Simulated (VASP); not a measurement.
# AgCl (P6_3/mmc) in VASP: single point with r2SCAN

Aim: the single point of AgCl with r2SCAN.

Everything below comes from runs of VASP 6.6.1. Logs are shortened: lines on timing, memory, paths and dates and some standing lists are left out, and cuts for length are marked.

## Step 1: The cell of the first run

It takes space group P6_3/mmc (No. 194, hexagonal). Conventional cell: a = 4.005 Å, b = 4.005 Å, c = 6.201 Å, α = 90.00°, β = 90.00°, γ = 120.00°. Within 3.7 Å of Ag (site symmetry -3m) lie 6 Cl at 2.78 Å and 2 Ag at 3.10 Å. Cl (site symmetry -6m2) has 6 Ag at 2.78 Å within 3.7 Å.

## Step 2: Single point, r2SCAN

The input, POSCAR:

```
AgCl
1.0
    4.0048623878      0.0000000000      0.0000000000
   -2.0024311939      3.4683125665      0.0000000000
    0.0000000000      0.0000000000      6.2010351026
Ag Cl
2 2
Direct
    0.0000000000      0.0000000000      0.0000000000
    0.0000000000      0.0000000000      0.5000000000
    0.3333333333      0.6666666667      0.2500000000
    0.6666666667      0.3333333333      0.7500000000
```

The input, INCAR.step1:

```
  PREC = Accurate
  ENCUT = 520
  ISMEAR = 0
  SIGMA = 0.01
  LREAL = False
  LASPH = True
  NELM = 80
  NBANDS = 26
  GGA = PE
  ALGO = Normal
  EDIFF = 1E-4
  LWAVE = True
  LCHARG = False
```

The input, INCAR.step2:

```
  PREC = Accurate
  ENCUT = 520
  EDIFF = 1E-7
  ISMEAR = 0
  SIGMA = 0.01
  LREAL = False
  LASPH = True
  NELM = 80
  ALGO = Normal
  ISIF = 2
  LWAVE = False
  LCHARG = False
  METAGGA = R2SCAN
  LMIXTAU = True
  NBANDS = 26
  ISTART = 1
```

The input, KPOINTS:

```
Automatic mesh
0
Gamma
  12 12 4
```

Potentials or basis: VASP PAW PBE potentials, release 64 (Ag, Cl).

Started as:

```bash
> cat potpaw_PBE.64/Ag/POTCAR potpaw_PBE.64/Cl/POTCAR > POTCAR
> cp INCAR.step1 INCAR
> mpirun -np 1 vasp_std > vasp.out
> cp INCAR.step2 INCAR
> mpirun -np 1 vasp_std > vasp.out
```

OUTCAR:

```text
PREC = Accurate
   ENCUT = 520
   EDIFF = 1E-7
   ISMEAR = 0
   LREAL = False
   LASPH = True
   NELM = 80
   ISIF = 2
   METAGGA = R2SCAN
   ISTART = 1

 ion  position               nearest neighbor table
   1  0.000  0.000  0.000-   3 2.78   4 2.78   4 2.78   3 2.78   4 2.78   3 2.78   2 3.10   2 3.10

   2  0.000  0.000  0.500-   3 2.78   4 2.78   4 2.78   3 2.78   4 2.78   3 2.78   1 3.10   1 3.10

   3  0.333  0.667  0.250-   1 2.78   2 2.78   1 2.78   2 2.78   1 2.78   2 2.78
   4  0.667  0.333  0.750-   1 2.78   2 2.78   1 2.78   2 2.78   1 2.78   2 2.78

  LATTYP: Found a hexagonal cell.
 ALAT       =     4.0048623878
 C/A-ratio  =     1.5483765738

  Lattice vectors:

 A1 = (   4.0048623878,   0.0000000000,   0.0000000000)
 A2 = (  -2.0024311939,   3.4683125665,   0.0000000000)
 A3 = (   0.0000000000,   0.0000000000,   6.2010351026)

Analysis of symmetry for initial positions (statically):
=====================================================================
 Subroutine PRICEL returns:
 Original cell was already a primitive cell.

 Routine SETGRP: Setting up the symmetry group for a
 hexagonal supercell.

 Subroutine GETGRP returns: Found 24 space group operations
 (whereof 12 operations were pure point group operations)
 out of a pool of 24 trial point group operations.

The static configuration has the point symmetry D_3d.
 The point group associated with its full space group is D_6h.

Analysis of symmetry for dynamics (positions and initial velocities):
=====================================================================
 Subroutine PRICEL returns:
 Original cell was already a primitive cell.

 Routine SETGRP: Setting up the symmetry group for a
 hexagonal supercell.

 Subroutine GETGRP returns: Found 24 space group operations
 (whereof 12 operations were pure point group operations)
 out of a pool of 24 trial point group operations.

The dynamic configuration has the point symmetry D_3d.
 The point group associated with its full space group is D_6h.

 Subroutine INISYM returns: Found 24 space group operations
 (whereof 12 operations are pure point group operations),
 and found     1 'primitive' translations

----------------------------------------------------------------------------------------

[... 94 lines left out ...]
   ENCUT  =  520.0 eV  38.22 Ry    6.18 a.u.   7.45  7.45 11.53*2*pi/ulx,y,z
   NELM   =     80;   NELMIN=  2; NELMDL=  0     # of ELM steps
   EDIFF  = 0.1E-06   stopping-criterion for ELM
   LREAL  =      F    real-space projection
   EDIFFG = 0.1E-05   stopping-criterion for IOM
   NSW    =      0    number of steps for IOM
   IBRION =     -1    ionic relax: 0-MD 1-quasi-New 2-CG
   NFREE  =      0    steps in history (QN), initial steepest desc. (CG)
   ISIF   =      2    stress and relaxation
   ISYM   =      2    0-nonsym 1-usesym 2-fastsym
   POTIM  = 0.5000    time-step for ionic-motion
   TEBEG  =    0.0;   TEEND  =   0.0 temperature during run
   PSTRESS=    0.0 pullay stress
   NELECT =      36.0000    total number of electrons
   NUPDOWN=      -1.0000    fix difference up-down
   EMIN   =  10.00;   EMAX   =-10.00  energy-range for DOS
   EFERMI =   0.00;   METHOD = LEGACY
   ISMEAR =     0;   SIGMA  =   0.01  broadening in eV -4-tet -1-fermi 0-gaus
   EFERMI_NEDOS =   21; number of points for ismear=-14 and -15
   IALGO  =     38    algorithm
   IMIX   =      4    mixing-type and parameters
     AMIX     =   0.40;   BMIX     =  1.00
     AMIX_MAG =   1.60;   BMIX_MAG =  1.00
  volume/ion in A,a.u.               =      21.53       145.31
  Fermi-wavevector in a.u.,A,eV,Ry     =   1.224012  2.313047 20.384320  1.498205
  Thomas-Fermi vector in A             =   2.359102
   LORBIT       =      0    0 simple, 1 ext, 2 COOP (PROOUT), +10 PAW based schemes
   METAGGA = R2SCAN    functional components
   LHFCALC =     F    Hartree Fock is set to
   AEXX    =    0.0000 exact exchange contribution
   IVDW    =     0    specifies the selected vdW correction
   LEPSILON=     F    determine dielectric tensor
   LRPA    =     F    only Hartree local field effects (RPA)
 non-spin polarized calculation
 Gauss-broadening in eV      SIGMA  =   0.01
  energy-cutoff  :      520.00
  volume of cell :       86.13
 maximum number of plane-waves:      2352
 NGX is ok and might be reduce to    30
   NGX = 15   NGY = 15   NGZ = 23

 number of electron      36.0000006 magnetization

 Free energy of the ion-electron system (eV)
  ---------------------------------------------------
  ext. energy  EPLUGINS =         0.00000000
  ---------------------------------------------------
  free energy    TOTEN  =       -57.26192015 eV

  energy without entropy =      -57.26192015  energy(sigma->0) =      -57.26192015

 E-fermi :   3.3935     XC(G=0): -10.4249

 val. band max:        3.3041984753   @ k =   0.0000   0.0000   0.0000
 cond. band min:       4.7344557307   @ k =   0.0000   0.0000   0.0000
 fundamental gap:      1.4302572555
 Fermi energy:         3.3934592588

 k-point     1 :       0.0000    0.0000    0.0000
  band No.  band energies     occupation
      1     -12.3283      2.00000
      2     -11.8531      2.00000
      3      -1.7601      2.00000
      4      -1.0072      2.00000
      5      -1.0072      2.00000
      6       0.1663      2.00000
[... 685 lines left out ...]
     25      12.4657      0.00000
     26      13.9193      0.00000

 [... further k-points ...]

------------------------ aborting loop because EDIFF is reached ----------------------------------------

  FORCE on cell =-STRESS in cart. coord.  units (eV):
  Direction    XX          YY          ZZ          XY          YZ          ZX
  --------------------------------------------------------------------------------------
  -------------------------------------------------------------------------------------
  Total       -0.0349649     -0.0349649     -0.0592145      0.0000000      0.0000000      0.0000000
  in kB       -0.6503892     -0.6503892     -1.1014593      0.0000000      0.0000000      0.0000000
  external PRESSURE =      -0.8007459 kB  Pullay stress =       0.0000000 kB

 VOLUME and BASIS-vectors are now :
 -----------------------------------------------------------------------------
  energy-cutoff  :      520.00
  volume of cell :       86.13
      direct lattice vectors                 reciprocal lattice vectors
     4.004862388  0.000000000  0.000000000     0.249696470  0.144162324  0.000000000
    -2.002431194  3.468312566  0.000000000     0.000000000  0.288324648  0.000000000
     0.000000000  0.000000000  6.201035103     0.000000000  0.000000000  0.161263399

 POSITION                                       TOTAL-FORCE (eV/Angst)
 -----------------------------------------------------------------------------------
      0.00000      0.00000      0.00000         0.000000      0.000000     -0.000000
      0.00000      0.00000      3.10052         0.000000      0.000000     -0.000000
     -0.00000      2.31221      1.55026        -0.000000     -0.000000      0.000000
      2.00243      1.15610      4.65078        -0.000000      0.000000     -0.000000
 -----------------------------------------------------------------------------------
    total drift:                               -0.000000      0.000000     -0.000000

  FREE ENERGIE OF THE ION-ELECTRON SYSTEM (eV)
  ---------------------------------------------------
  free  energy   TOTEN  =       -57.2619201502 eV

  energy  without entropy=      -57.2619201502  energy(sigma->0) =      -57.26192015
```

OUTCAR.step1:

```text
PREC = Accurate
   ENCUT = 520
   ISMEAR = 0
   LREAL = False
   LASPH = True
[... 929 lines left out ...]
      0.00000      0.00000      0.00000         0.000000     -0.000000     -0.000000
      0.00000      0.00000      3.10052         0.000000     -0.000000     -0.000000
     -0.00000      2.31221      1.55026         0.000000     -0.000000     -0.000000
      2.00243      1.15610      4.65078        -0.000000      0.000000      0.000000
 -----------------------------------------------------------------------------------
    total drift:                               -0.000000      0.000000     -0.000000

  FREE ENERGIE OF THE ION-ELECTRON SYSTEM (eV)
  ---------------------------------------------------
  free  energy   TOTEN  =       -10.7842579331 eV

  energy  without entropy=      -10.7842579331  energy(sigma->0) =      -10.78425793
```

OSZICAR.step1:

```text
N       E                     dE             d eps       ncg     rms          rms(c)
DAV:   1     0.238409897220E+03    0.23841E+03   -0.17364E+04  2988   0.126E+03
DAV:   2     0.235708529864E+01   -0.23605E+03   -0.22510E+03  3318   0.281E+02
DAV:   3    -0.110262006180E+02   -0.13383E+02   -0.13275E+02  3492   0.678E+01
DAV:   4    -0.111852091861E+02   -0.15901E+00   -0.15884E+00  3270   0.808E+00
DAV:   5    -0.111876004378E+02   -0.23913E-02   -0.23911E-02  3458   0.103E+00    0.880E+00
DAV:   6    -0.107880862713E+02    0.39951E+00   -0.71486E-01  3172   0.887E+00    0.598E+00
DAV:   7    -0.107880639728E+02    0.22299E-04   -0.33025E-01  3036   0.315E+00    0.248E+00
DAV:   8    -0.107839941581E+02    0.40698E-02   -0.16666E-02  3250   0.113E+00    0.485E-01
DAV:   9    -0.107841708097E+02   -0.17665E-03   -0.39283E-03  3306   0.570E-01    0.598E-02
DAV:  10    -0.107842579331E+02   -0.87123E-04   -0.16156E-04  2248   0.977E-02
   1 F= -.10784258E+02 E0= -.10784258E+02  d E =-.123339E-59
```

Run time: 8.7 min. Hardware: 1 thread of Intel Xeon Platinum 8375C at 2.90GHz (Ice Lake), shared host; peak memory 0.27 GiB.

What came out:

| Quantity | Value |
| --- | --- |
| Free energy | -57.2619 eV |
| Pressure | -0.1 GPa |
| Band gap on the k mesh | 1.43 eV |

Caveat: the PAW data sets were made with another functional, which shifts forces and pressure a little.
